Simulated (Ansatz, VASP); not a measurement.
**SnTe: VASP beside Ansatz**

```xyz
2
Lattice="0.0000 3.6111 3.6111 3.6111 0.0000 3.6111 3.6111 3.6111 0.0000" Properties=species:S:1:pos:R:3 pbc="T T T"
Te    1.7231    1.8038    1.7618
Sn   -0.1056   -0.0293   -0.0360
```

Change from the starting cell: atoms moved at random, drawn with an rms of 0.1 Å.

Alike in both runs: functional LDA; k mesh 7 × 7 × 7; occupations gaussian, width 0.1 eV; no spin polarisation.

```csv
,VASP,Ansatz
version,VASP 6.6.1,Ansatz 0.2.0
potentials or method,"VASP PAW LDA potentials, release 64 (Te, Sn_d), cutoff 520 eV","all-electron LAPW, scalar-relativistic"
task,single point,band structure
```

VASP gave:

```
gap on the k mesh at the Fermi level (eV)                     : 0.23
least direct gap on the mesh (eV)                             : 0.75
pressure (GPa)                                                : -2.2
traceless stress, the component that is largest in VASP (GPa) : -0.13
rms of the force components (eV/Å)                            : 0.046
```

Problem. What did Ansatz give for the same quantities?

Solution. gap on the k mesh at the Fermi level (eV): 0.24; least direct gap on the mesh (eV): 0.76; pressure (GPa): -2.2; traceless stress, the component that is largest in VASP (GPa): -0.13; rms of the force components (eV/Å): 0.046.

LDA's correlation is that of Perdew and Zunger in VASP and of Perdew and Wang (1992) in Ansatz. Atom by atom the forces differ by 0.000 eV/Å (rms over components). Ansatz ran all-electron here, and VASP with PAW potentials.

Neither program's run includes spin-orbit coupling.
